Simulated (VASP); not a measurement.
# HfN (Fm-3m) in VASP: notebook, part 2 of 2

VASP 6.6.1.

### Step 4. Single point, PBE

This run uses another cell than the first one, of 11.01 Å³/atom.

INCAR reads:

```
PREC = Accurate
ENCUT = 600
EDIFF = 1E-6
ISMEAR = -1
SIGMA = 0.15
LREAL = False
LASPH = True
NELM = 120
ALGO = Normal
ISIF = 2
LWAVE = False
LCHARG = False
GGA = PE
NBANDS = 14
GGA_COMPAT = False
```

KPOINTS reads:

```
regular mesh
0
Gamma
  16 16 16
```

POSCAR reads:

```
HfN
1.0
    0.0000000000      2.2247336095      2.2247336095
    2.2247336095      0.0000000000      2.2247336095
    2.2247336095      2.2247336095      0.0000000000
Hf N
1 1
Direct
    0.0000000000      0.0000000000      0.0000000000
    0.5000000000      0.5000000000      0.5000000000
```

Potentials or basis: VASP PAW PBE potentials, release 64 (Hf_pv, N).

Launch:

```bash
$ cat potpaw_PBE.64/Hf_pv/POTCAR potpaw_PBE.64/N/POTCAR > POTCAR
$ mpirun -np 1 vasp_std > vasp.out
```

OUTCAR:

```text
PREC = Accurate
   ENCUT = 600
   EDIFF = 1E-6
   ISMEAR = -1
   LREAL = False
   LASPH = True
   NELM = 120
   ISIF = 2
   GGA = PE

 ion  position               nearest neighbor table
   1  0.000  0.000  0.000-   2 2.22   2 2.22   2 2.22   2 2.22   2 2.22   2 2.22
   2  0.500  0.500  0.500-   1 2.22   1 2.22   1 2.22   1 2.22   1 2.22   1 2.22

  LATTYP: Found a face centered cubic cell.
 ALAT       =     4.4494672190

  Lattice vectors:

 A1 = (   0.0000000000,   2.2247336095,   2.2247336095)
 A2 = (   2.2247336095,   0.0000000000,   2.2247336095)
 A3 = (   2.2247336095,   2.2247336095,   0.0000000000)

Analysis of symmetry for initial positions (statically):
=====================================================================
 Subroutine PRICEL returns:
 Original cell was already a primitive cell.

 Routine SETGRP: Setting up the symmetry group for a
 face centered cubic supercell.

 Subroutine GETGRP returns: Found 48 space group operations
 (whereof 48 operations were pure point group operations)
 out of a pool of 48 trial point group operations.

The static configuration has the point symmetry O_h .

Analysis of symmetry for dynamics (positions and initial velocities):
=====================================================================
 Subroutine PRICEL returns:
 Original cell was already a primitive cell.

 Routine SETGRP: Setting up the symmetry group for a
 face centered cubic supercell.

 Subroutine GETGRP returns: Found 48 space group operations
 (whereof 48 operations were pure point group operations)
 out of a pool of 48 trial point group operations.

The dynamic configuration has the point symmetry O_h .

 Subroutine INISYM returns: Found 48 space group operations
 (whereof 48 operations are pure point group operations),
 and found     1 'primitive' translations

----------------------------------------------------------------------------------------

                                     Primitive cell

  volume of cell :      22.0224

  direct lattice vectors                    reciprocal lattice vectors
     0.000000000  2.224733609  2.224733609    -0.224746009  0.224746009  0.224746009
     2.224733609  0.000000000  2.224733609     0.224746009 -0.224746009  0.224746009
     2.224733609  2.224733609  0.000000000     0.224746009  0.224746009 -0.224746009

  length of vectors
     3.146248443  3.146248443  3.146248443     0.389271507  0.389271507  0.389271507

  position of ions in fractional coordinates (direct lattice)
     0.000000000  0.000000000  0.000000000
     0.500000000  0.500000000  0.500000000

  ion indices of the primitive-cell ions
   primitive index   ion index
                 1           1
                 2           2

----------------------------------------------------------------------------------------

 KPOINTS: regular mesh

Automatic generation of k-mesh.
 Grid dimensions read from file:
 generate k-points for:   16   16   16

 Generating k-lattice:

  Cartesian coordinates                     Fractional coordinates (reciprocal lattice)
    -0.014046626  0.014046626  0.014046626     0.062500000  0.000000000  0.000000000
     0.014046626 -0.014046626  0.014046626     0.000000000  0.062500000  0.000000000
     0.014046626  0.014046626 -0.014046626     0.000000000  0.000000000  0.062500000

  Length of vectors
     0.024329469  0.024329469  0.024329469

  Shift w.r.t. Gamma in fractional coordinates (k-lattice)
     0.000000000  0.000000000  0.000000000

 Subroutine IBZKPT returns following result:
 ===========================================

 Found    145 irreducible k-points:

 Following reciprocal coordinates:
            Coordinates               Weight
  0.000000  0.000000  0.000000      1.000000
  0.062500  0.000000  0.000000      8.000000
  0.125000  0.000000  0.000000      8.000000
  0.187500  0.000000  0.000000      8.000000
  0.250000  0.000000  0.000000      8.000000
  0.312500  0.000000  0.000000      8.000000
[... 16 lines left out ...]
 -0.125000  0.062500  0.000000     24.000000
 -0.062500  0.062500  0.000000     12.000000
 [... further k-points ...]
   k-points           NKPTS =    145   k-points in BZ     NKDIM =    145   number of bands    NBANDS=     14
   number of dos      NEDOS =    301   number of ions     NIONS =      2
   total plane-waves  NPLWV =  21952
   dimension x,y,z NGX =    28 NGY =   28 NGZ =   28
   dimension x,y,z NGXF=    56 NGYF=   56 NGZF=   56
   ions per type =               1   1
   NGX,Y,Z   is equivalent  to a cutoff of  14.80, 14.80, 14.80 a.u.
   NGXF,Y,Z  is equivalent  to a cutoff of  29.59, 29.59, 29.59 a.u.
 SYSTEM =  unknown system
   PREC   = accura    normal or accurate (medium, high low for compatibility)
   ISTART =      0    job   : 0-new  1-cont  2-samecut
   ICHARG =      2    charge: 1-file 2-atom 10-const
   ISPIN  =      1    spin polarized calculation?
   LNONCOLLINEAR =      F non collinear calculations
   LSORBIT =      F    spin-orbit coupling
   LASPH  =      T    aspherical Exc in radial PAW
   ENCUT  =  600.0 eV  44.10 Ry    6.64 a.u.   6.28  6.28  6.28*2*pi/ulx,y,z
   NELM   =    120;   NELMIN=  2; NELMDL= -5     # of ELM steps
   EDIFF  = 0.1E-05   stopping-criterion for ELM
   LREAL  =      F    real-space projection
[... 7 lines left out ...]
   TEBEG  =    0.0;   TEEND  =   0.0 temperature during run
   PSTRESS=    0.0 pullay stress
   NELECT =      15.0000    total number of electrons
   NUPDOWN=      -1.0000    fix difference up-down
   EMIN   =  10.00;   EMAX   =-10.00  energy-range for DOS
   EFERMI =   0.00;   METHOD = LEGACY
   ISMEAR =    -1;   SIGMA  =   0.15  broadening in eV -4-tet -1-fermi 0-gaus
   EFERMI_NEDOS =   21; number of points for ismear=-14 and -15
   IALGO  =     38    algorithm
   IMIX   =      4    mixing-type and parameters
     AMIX     =   0.40;   BMIX     =  1.00
     AMIX_MAG =   1.60;   BMIX_MAG =  1.00
  volume/ion in A,a.u.               =      11.01        74.31
  Fermi-wavevector in a.u.,A,eV,Ry     =   1.440403  2.721966 28.228820  2.074760
  Thomas-Fermi vector in A             =   2.559151
   LORBIT       =      0    0 simple, 1 ext, 2 COOP (PROOUT), +10 PAW based schemes
   GGA     = PE    functional components
   LHFCALC =     F    Hartree Fock is set to
   AEXX    =    0.0000 exact exchange contribution
   IVDW    =     0    specifies the selected vdW correction
   LEPSILON=     F    determine dielectric tensor
   LRPA    =     F    only Hartree local field effects (RPA)
 non-spin polarized calculation
  energy-cutoff  :      600.00
  volume of cell :       22.02
 maximum number of plane-waves:       754
 NGX is ok and might be reduce to    28
   NGX = 13   NGY = 13   NGZ = 13

 number of electron      15.0000000 magnetization

 Free energy of the ion-electron system (eV)
  ---------------------------------------------------
  ext. energy  EPLUGINS =         0.00000000
  ---------------------------------------------------
  free energy    TOTEN  =       -21.71392742 eV

  energy without entropy =      -21.67280212  energy(sigma->0) =      -21.69336477

 E-fermi :   8.8070     XC(G=0): -12.9752

 val. band max:        8.8028887246   @ k =  -0.1250   0.0625   0.0000
 cond. band min:       8.8095113949   @ k =   0.3750   0.1250   0.0000
 fundamental gap:      0.0066226704
 Fermi energy:         8.8069673122

 k-point     1 :       0.0000    0.0000    0.0000
  band No.  band energies     occupation
      1     -22.1678      2.00000
      2     -22.1678      2.00000
      3     -22.1678      2.00000
      4      -8.9847      2.00000
      5       5.7170      2.00000
      6       5.7170      2.00000
      7       5.7170      2.00000
      8       8.4269      1.85299
      9       8.4269      1.85299
     10       8.4269      1.85299
     11      10.8827      0.00000
     12      10.8827      0.00000
     13      11.0472      0.00000
     14      18.4763      0.00000

 k-point     2 :       0.0625    0.0000    0.0000
  band No.  band energies     occupation
      1     -22.2163      2.00000
      2     -22.1716      2.00000
      3     -22.1716      2.00000
      4      -8.8844      2.00000
      5       5.3035      2.00000
      6       5.4657      2.00000
      7       5.4657      2.00000
      8       8.5487      1.69677
      9       8.5698      1.65876
     10       8.5698      1.65876
[... 362 lines left out ...]
 k-point    24 :      -0.0625    0.0625    0.0000
  band No.  band energies     occupation
      1     -22.2834      2.00000
      2     -22.1961      2.00000
      3     -22.1696      2.00000
      4      -8.7239      2.00000
      5       4.6728      2.00000
      6       5.0089      2.00000
      7       5.3480      2.00000
      8       8.6011      1.59552
      9       8.6101      1.57592
     10       9.0831      0.27391
     11      11.0967      0.00000
     12      11.9858      0.00000
     13      11.9895      0.00000
     14      19.3196      0.00000

 [... further k-points ...]
[... 5 lines left out ...]
  --------------------------------------------------------------------------------------
  -------------------------------------------------------------------------------------
  Total        2.3920039      2.3920039      2.3920039     -0.0000000      0.0000000      0.0000000
  in kB      174.0237095    174.0237095    174.0237095     -0.0000000      0.0000000      0.0000000
  external PRESSURE =     174.0237095 kB  Pullay stress =       0.0000000 kB

 VOLUME and BASIS-vectors are now :
 -----------------------------------------------------------------------------
  energy-cutoff  :      600.00
  volume of cell :       22.02
      direct lattice vectors                 reciprocal lattice vectors
     0.000000000  2.224733609  2.224733609    -0.224746009  0.224746009  0.224746009
     2.224733609  0.000000000  2.224733609     0.224746009 -0.224746009  0.224746009
     2.224733609  2.224733609  0.000000000     0.224746009  0.224746009 -0.224746009

 POSITION                                       TOTAL-FORCE (eV/Angst)
 -----------------------------------------------------------------------------------
      0.00000      0.00000      0.00000        -0.000000     -0.000000     -0.000000
      2.22473      2.22473      2.22473         0.000000      0.000000      0.000000
 -----------------------------------------------------------------------------------
    total drift:                                0.000000      0.000000      0.000000

  FREE ENERGIE OF THE ION-ELECTRON SYSTEM (eV)
  ---------------------------------------------------
  free  energy   TOTEN  =       -21.7139274157 eV

  energy  without entropy=      -21.6728021181  energy(sigma->0) =      -21.69336477
```

Run time: 48 s. Hardware: 1 thread of Intel Xeon 8259CL, shared host; peak memory 0.21 GiB.

Results:

| Quantity | Value |
| --- | --- |
| Free energy | -21.7139 eV |
| Pressure | 17.4 GPa |
| Band gap on the k mesh | zero (an odd number of electrons rules out a gap without spin polarisation) |

Caveat: the cell stands under pressure; spin-orbit coupling is left out, which moves the levels of the heavy elements; an odd number of electrons without spin polarisation forces a metal; a magnetic or distorted state may lie lower.

### Step 5. Relaxation of cell and atoms, PBE, target pressure 20 GPa, at which the enthalpy is minimised

This run uses another cell than the first one, of 11.76 Å³/atom.

INCAR reads:

```
PREC = Accurate ; ENCUT = 600
EDIFF = 1E-7 ; ISMEAR = -1
SIGMA = 0.15 ; LREAL = F
LASPH = T ; NELM = 120
ALGO = Normal ; ISIF = 3
LWAVE = F ; LCHARG = F
GGA = PE ; IBRION = 2
NSW = 80 ; EDIFFG = -0.001
PSTRESS = 200.0 ; GGA_COMPAT = F
NELMIN = 4
```

KPOINTS reads:

```
Automatic mesh
0
Gamma
  16 16 16
```

POSCAR reads:

```
HfN
1.0
    0.0000000000      2.2743602375      2.2743602375
    2.2743602375      0.0000000000      2.2743602375
    2.2743602375      2.2743602375      0.0000000000
Hf N
1 1
Direct
    0.0000000000      0.0000000000      0.0000000000
    0.5000000000      0.5000000000      0.5000000000
```

Launch:

```bash
$ cat potpaw_PBE.64/Hf_pv/POTCAR potpaw_PBE.64/N/POTCAR > POTCAR
$ mpirun -np 1 vasp_std > vasp.out
```

Run time: 2.7 min. Hardware: 1 thread of Intel Xeon 8259CL, shared host; peak memory 0.21 GiB.

Results (log left out):

```yaml
Free_energy: -21.6969 eV
Relaxed_volume: 10.93 Å³/atom
Relaxed_cell: a = 3.138 Å, b = 3.138 Å, c = 3.138 Å, α = 60.00°, β = 60.00°, γ = 60.00°
Space_group_after_relaxing_to_0.1_Å: Fm-3m (No. 225)
Energy_change_on_relaxing_the_run_minimises_the_enthalpy: +42.1 meV/atom
Ionic_steps: 7
Pressure_after_relaxing: 20.0 GPa
Band_gap_on_the_k_mesh: zero (an odd number of electrons rules out a gap without spin polarisation)
```

Step by step:
```tsv
step	energy change (eV)	largest force (eV/Å)	pressure (GPa)	volume (Å³)
1	0.0000	0.0000	-2.43	23.53
2	1.3535	0.0000	108.29	18.35
3	0.0717	0.0000	18.36	21.96
4	0.0816	0.0000	19.68	21.88
5	0.0856	0.0000	20.20	21.84
6	0.0809	0.0000	19.59	21.88
7	0.0841	0.0000	20.01	21.86
```

Final structure:
```
CELL_PARAMETERS angstrom
0.00000 2.21914 2.21914
2.21914 0.00000 2.21914
2.21914 2.21914 0.00000
ATOMIC_POSITIONS crystal
Hf 0.00000 0.00000 0.00000
N 0.50000 0.50000 0.50000
```

Levels at points of the mesh, in eV from the Fermi level:
```
           k point  band 5  band 6  band 7  band 8  band 9  band 10  band 11
(0.00, 0.00, 0.00)   -3.10   -3.10   -3.10   -0.39   -0.39    -0.39     2.09
(0.50, 0.00, 0.00)   -9.21   -6.47   -6.47    3.52    3.98     3.98     4.71
(0.50, 0.50, 0.00)   -5.40   -4.06   -3.72   -3.72    4.39     5.95     5.95
```

Caveat: the cell is relaxed towards a set pressure, so the run minimises the enthalpy, not the energy; spin-orbit coupling is left out, which moves the levels of the heavy elements; an odd number of electrons without spin polarisation forces a metal; a magnetic or distorted state may lie lower.

### Step 6. The runs side by side

| task | cell | cutoff (eV) | gap on the mesh (eV) | pressure (GPa) |
| --- | --- | --- | --- | --- |
| single point | a = 3.201 Å, angles 60.0°, 2 atoms | 520 | none | 1.6 |
| relaxation of cell and atoms | relaxed to 4 GPa from a = 3.216 Å, angles 60.0°, 2 atoms | 600 | none | 4.0 |
| single point | a = 3.146 Å, angles 60.0°, 2 atoms | 600 | none | 17.4 |
| relaxation of cell and atoms | relaxed to 20 GPa from a = 3.216 Å, angles 60.0°, 2 atoms | 600 | none | 20.0 |

Alike in all rows: level PBE; potentials or basis VASP PAW PBE potentials, release 64 (Hf_pv, N); no spin polarisation; k mesh 16 × 16 × 16; smearing fermi-dirac 0.15 eV.

Caveats: spin-orbit coupling is left out, which moves the levels of the heavy elements; an odd number of electrons without spin polarisation forces a metal; a magnetic or distorted state may lie lower; the cell is relaxed towards a set pressure, so the run minimises the enthalpy, not the energy (at least some runs); the cell stands under pressure (at least some runs).

Absolute energies hang on the potentials; compare differences alone.
